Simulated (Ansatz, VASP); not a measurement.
Two plane-wave programs on YHSe

File INCAR:

```
SYSTEM = YHSe
ALGO = Normal ; EDIFF = 1E-6
ENCUT = 520 ; ISIF = 2
ISMEAR = 0 ; LASPH = .TRUE.
LCHARG = .FALSE. ; LREAL = .FALSE.
LWAVE = .FALSE. ; NBANDS = 16
NELM = 80 ; PREC = Accurate
SIGMA = 0.05
```

File KPOINTS:

```
k-points
0
G
  9 9 8
  0 0 0
```

The input POSCAR:

```
YHSe
1.0
    3.5336568289      0.0000000000      0.0000000000
   -1.7668284145      3.0602365821      0.0000000000
    0.0000000000      0.0000000000      4.0721715424
Y H Se
1 1 1
Direct
    0.0000000000      0.0000000000      0.0000000000
    0.3333333333      0.6666666667      0.0000000000
    0.6666666667      0.3333333333      0.5000000000
```

Input for Ansatz:

```yaml
crystal:
  lattice:
    - [3.5336568289, 0.0, 0.0]
    - [-1.7668284145, 3.0602365821, 0.0]
    - [0.0, 0.0, 4.0721715424]
  atoms:
    - { symbol: "Y", position: [0.0, 0.0, 0.0] }
    - { symbol: H, position: [0.3333333333, 0.6666666667, 0.0] }
    - { symbol: Se, position: [0.6666666667, 0.3333333333, 0.5] }
basis:
  ecutwfc: 420
kpoints:
  mp_grid: { grid: [9, 9, 8] }
hamiltonian:
  xc: lda
scf:
  occupations: { method: gaussian, width: 0.05 }
output:
  forces: true
  stress: true
  eigenvalues: true
```

Change from the starting cell: strain -0.080 along x and y, +0.040 along z, atoms carried along.

Alike in both runs: task single point; functional LDA; k mesh 9 × 9 × 8; occupations gaussian, width 0.05 eV; no spin polarisation.

|  | VASP | Ansatz |
| --- | --- | --- |
| version | VASP 6.6.1 | Ansatz 0.2.0 |
| potentials or method | VASP PAW LDA potentials, release 64 (Y_sv, H, Se), cutoff 520 eV | scalar-relativistic, plane waves, PAW |
| valence electrons in the cell | 18 | 28 |

VASP gave:

```
gap on the k mesh at the Fermi level (eV)                     : 1.77
least direct gap on the mesh (eV)                             : 2.14
pressure (GPa)                                                : 7.4
traceless stress, the component that is largest in VASP (GPa) : -15.97
```

Question: Which values does Ansatz return?

Answer: gap on the k mesh at the Fermi level (eV): 1.78; least direct gap on the mesh (eV): 2.15; pressure (GPa): 7.3; traceless stress, the component that is largest in VASP (GPa): -16.00.

LDA's correlation is that of Perdew and Zunger in VASP and of Perdew and Wang (1992) in Ansatz. VASP's potentials hold 18 valence electrons a cell and Ansatz's 28, so a difference there can come from the potentials and not from the codes.
